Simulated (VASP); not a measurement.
Crystal: PtSe2.

```
CELL_PARAMETERS angstrom
3.72865 0.00000 0.00000
-1.86433 3.22911 0.00000
0.00000 0.00000 5.27716
ATOMIC_POSITIONS crystal
Pt 0.00000 0.00000 0.00000
Se 0.33333 0.66667 0.24622
Se 0.66667 0.33333 0.75378
```

Base run:

- Program: VASP 6.6.1
- Functional: r2SCAN
- Potentials or basis: VASP PAW PBE potentials, release 64 (Pt, Se)
- Cutoff: 520 eV
- k mesh: 12 × 12 × 6
- Occupations: fermi-dirac, width 0.02 eV
- Spin: no spin polarisation

Its results: band gap on the k mesh zero (band 11 reaches 5.95 eV, above the bottom of band 12 at 5.89 eV); pressure 1.4 GPa; largest force 0.019 eV/Å.

Question: The run is repeated on the same cell with these changes: functional from r2SCAN to LDA; potentials or basis from VASP PAW PBE potentials, release 64 (Pt, Se) to VASP PAW LDA potentials, release 64 (Pt, Se). What comes out?

Answer: Band gap on the k mesh zero (band 11 reaches 6.15 eV, above the bottom of band 12 at 5.93 eV); pressure -3.2 GPa; largest force 0.204 eV/Å.

Caveats: spin-orbit coupling is left out, which moves the levels of the heavy elements; the PAW data sets were made with another functional, which shifts forces and pressure a little (some runs).
